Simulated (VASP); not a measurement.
A run of VASP 6.6.1 is set up as follows.

The input INCAR:

```
  PREC = Accurate
  ENCUT = 520
  EDIFF = 1E-6
  ISMEAR = -1
  SIGMA = 0.1
  LREAL = F
  LASPH = T
  NELM = 60
  ALGO = Normal
  ISIF = 2
  LWAVE = F
  LCHARG = T
  GGA = PE
  LELF = T
  LVHAR = T
  ISYM = 0
  NBANDS = 22
```

KPOINTS

```
Automatic mesh
0
Gamma
  5 5 3
  0.5 0.5 0.5
```

Contents of POSCAR:

```
MnH2Se2
1.0
    2.0274440000      3.5116330000      0.0000000000
   -2.0274440000      3.5116330000      0.0000000000
    0.0000000000      0.0000000000      5.5895080000
Mn Se H
1 2 2
Direct
    0.0000000000      0.0000000000      0.0000000000
    0.3333000000      0.3334000000      0.2260000000
    0.6667000000      0.6666000000      0.7740000000
    0.3333000000      0.3334000000      0.4460000000
    0.6667000000      0.6666000000      0.5540000000
```

Potentials or basis: VASP PAW PBE potentials, release 64 (Mn_pv, Se, H).

Launch:

```bash
$ cat potpaw_PBE.64/Mn_pv/POTCAR potpaw_PBE.64/Se/POTCAR potpaw_PBE.64/H/POTCAR > POTCAR
$ mpirun -np 1 vasp_std > vasp.out
```

**Question.** Estimate the band gap on the k mesh.

**Answer.** Zero (an odd number of electrons rules out a gap without spin polarisation).

**Question.** Predict the pressure.

**Answer.** 8.2 GPa.

Forces in eV/Å, atoms in the order of the input:
```
Mn    0.000   0.000   0.000
Se    0.001   0.000 -11.019
Se   -0.001   0.000  11.019
H     0.000   0.000   9.564
H     0.000   0.000  -9.564
```

Caveat: the k points lie up to 0.37 Å⁻¹ apart, too coarse for converged energies and pressures of a metal; the run has no spin polarisation, though such a crystal can be magnetic; forces of over 1 eV/Å act on the atoms, so gaps and moduli don't describe the material at rest. With open d or f shells a metallic result of PBE can be an artefact of self-interaction; +U or a hybrid may open a gap.
